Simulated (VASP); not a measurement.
Input of a VASP 6.6.1 run:

File INCAR:

```
ALGO     = Normal         # electronic algorithm
EDIFF    = 1E-6           # SCF threshold, eV
ENCUT    = 520            # plane-wave cutoff, eV
GGA      = PE             # functional
ISIF     = 2              # what is computed and relaxed
ISMEAR   = 0              # smearing method
LASPH    = T              # aspherical terms in the spheres
LCHARG   = F              # write CHGCAR
LDAU     = T              # DFT+U
LDAUJ    = 0 0 0        
LDAUL    = -1 2 -1        # shell
LDAUPRINT= 1            
LDAUTYPE = 2            
LDAUU    = 0 4 0          # U, eV
LMAXMIX  = 4              # l up to which the mixer works
LREAL    = F              # projectors in reciprocal space
LWAVE    = F              # write WAVECAR
NBANDS   = 28             # bands
NELM     = 150            # most SCF steps
PREC     = Accurate       # precision mode
SIGMA    = 0.02           # smearing width, eV
```

The input KPOINTS:

```
k-points
0
Gamma
  6 6 6
```

File POSCAR:

```
BaTiO3
1.0
    3.9841000000      0.0000000000      0.0000000000
    0.0000000000      2.8370500000      2.8458000000
    0.0000000000     -2.8370500000      2.8458000000
Ba Ti O
1 1 3
Direct
    0.0000000000      0.0041785259      0.0041785259
    0.5000000000      0.5122804244      0.5122804244
    0.0000000000      0.4945223794      0.4945223794
    0.5000000000      0.4953898526      0.9898488176
    0.5000000000      0.9898488176      0.4953898526
```

Potentials or basis: VASP PAW PBE potentials, release 64 (Ba_sv, Ti_sv, O).

Run with:

```sh
$ cat potpaw_PBE.64/Ba_sv/POTCAR potpaw_PBE.64/Ti_sv/POTCAR potpaw_PBE.64/O/POTCAR > POTCAR
$ mpirun -np 1 vasp_std > vasp.out
```

(1) Predict the band gap on the k mesh.

(2) Predict the pressure.

(3) Estimate the largest force.

## Answers

(1) 2.35 eV (least direct gap 2.63 eV).

(2) 7.5 GPa.

(3) 0.399 eV/Å.

Caveat: the cell stands under pressure; spin-orbit coupling is left out, which moves the levels of the heavy elements.
